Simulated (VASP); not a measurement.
Input of a VASP 6.6.1 run:

POSCAR

```
PbS
1.0
    0.0000000000      2.9671702362      2.9671702362
    2.9671702362      0.0000000000      2.9671702362
    2.9671702362      2.9671702362      0.0000000000
Pb S
1 1
Direct
    0.5000000000      0.5000000000      0.5000000000
    0.0000000000      0.0000000000      0.0000000000
```

The input INCAR.step1:

```
  PREC = Accurate
  ENCUT = 520
  ISMEAR = 0
  SIGMA = 0.05
  LREAL = F
  LASPH = T
  NELM = 100
  NBANDS = 17
  GGA = PE
  ALGO = Normal
  EDIFF = 1E-4
  LWAVE = T
  LCHARG = F
```

Contents of INCAR.step2:

```
  PREC = Accurate
  ENCUT = 520
  EDIFF = 1E-7
  ISMEAR = 0
  SIGMA = 0.05
  LREAL = F
  LASPH = T
  NELM = 100
  ALGO = Normal
  ISIF = 2
  LWAVE = F
  LCHARG = T
  METAGGA = R2SCAN
  LMIXTAU = T
  LELF = T
  LVHAR = T
  NBANDS = 17
  ISTART = 1
```

Contents of KPOINTS:

```
Automatic mesh
0
Gamma
  8 8 8
```

Potentials or basis: VASP PAW PBE potentials, release 64 (Pb_d, S).

The run is started by

```bash
$ cat potpaw_PBE.64/Pb_d/POTCAR potpaw_PBE.64/S/POTCAR > POTCAR
$ cp INCAR.step1 INCAR
$ mpirun -np 1 vasp_std > vasp.out
$ cp INCAR.step2 INCAR
$ mpirun -np 1 vasp_std > vasp.out
```

Q: Predict the band gap on the k mesh.

A: 0.63 eV, direct.

Q: Predict the pressure.

A: 1.2 GPa.

Caveat: the PAW data sets were made with another functional, which shifts forces and pressure a little; spin-orbit coupling is left out, which moves the levels of the heavy elements. A k mesh can miss the band edges.
